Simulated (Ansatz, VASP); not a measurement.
## Two plane-wave programs on Al2BP3

```
Al B P
1.0
     3.65248    0.00000    0.00000
    -1.82624    3.16314    0.00000
     0.00000    0.00000   18.49506
Al B P
4 2 6
Direct
  0.33333 0.66667 0.99519
  0.33333 0.66667 0.67327
  0.66667 0.33333 0.17327
  0.66667 0.33333 0.49519
  0.33333 0.66667 0.33657
  0.66667 0.33333 0.83657
  0.33333 0.66667 0.12285
  0.33333 0.66667 0.44435
  0.33333 0.66667 0.80278
  0.66667 0.33333 0.30278
  0.66667 0.33333 0.62285
  0.66667 0.33333 0.94435
```

Alike in both runs: functional PBE; k mesh 12 × 12 × 2; occupations gaussian, width 0.02 eV; no spin polarisation.

Ansatz relaxed the structure, and its values are those at the end. VASP's run is a single point on that final structure, the one shown.

|  | VASP | Ansatz |
| --- | --- | --- |
| version | VASP 6.6.1 | Ansatz 0.2.0 |
| potentials or method | VASP PAW PBE potentials, release 64 (Al, B, P), cutoff 520 eV | scalar-relativistic, plane waves, PAW |
| valence electrons in the cell | 48 | 48 |

```csv
,VASP,Ansatz,Ansatz less VASP
gap on the k mesh at the Fermi level (eV),0.92,0.92,+0.002
least direct gap on the mesh (eV),1.00,1.00,+0.002
pressure (GPa),-0.1,0.0,+0.11
rms of the force components (eV/Å),0.003,0.001,-0.0021
```

With one functional, cell and mesh, what is left measures potentials, basis and numerics.
